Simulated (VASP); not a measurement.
A run of VASP 6.6.1:

File INCAR:

```
  PREC = Accurate
  ENCUT = 520
  EDIFF = 1E-6
  ISMEAR = -1
  SIGMA = 0.1
  LREAL = F
  LASPH = T
  NELM = 60
  ALGO = Normal
  ISIF = 2
  LWAVE = F
  LCHARG = F
  GGA = PS
  NBANDS = 17
```

The input KPOINTS:

```
regular mesh
0
Gamma
  7 7 7
```

POSCAR

```
Sr
1.0
    0.0000000000      4.6189362743      4.6189362743
    4.6189362743      0.0000000000      4.6189362743
    4.6189362743      4.6189362743      0.0000000000
Sr
2
Direct
    0.1250000000      0.1250000000      0.1250000000
    0.8750000000      0.8750000000      0.8750000000
```

Potentials or basis: VASP PAW PBE potentials, release 64 (Sr_sv).

The run is started by

```console
$ cat potpaw_PBE.64/Sr_sv/POTCAR > POTCAR
$ mpirun -np 1 vasp_std > vasp.out
```

Hardware: 1 thread of AMD EPYC 9R45 96-Core Processor (Zen 5) (shared host).

Task: Estimate the wall time of this run.

Result: Run time: 40 s on 1 thread of AMD EPYC 9R45 96-Core Processor (Zen 5) (shared host), peak memory 0.31 GiB. Counts: scf iterations 11, k points 20.
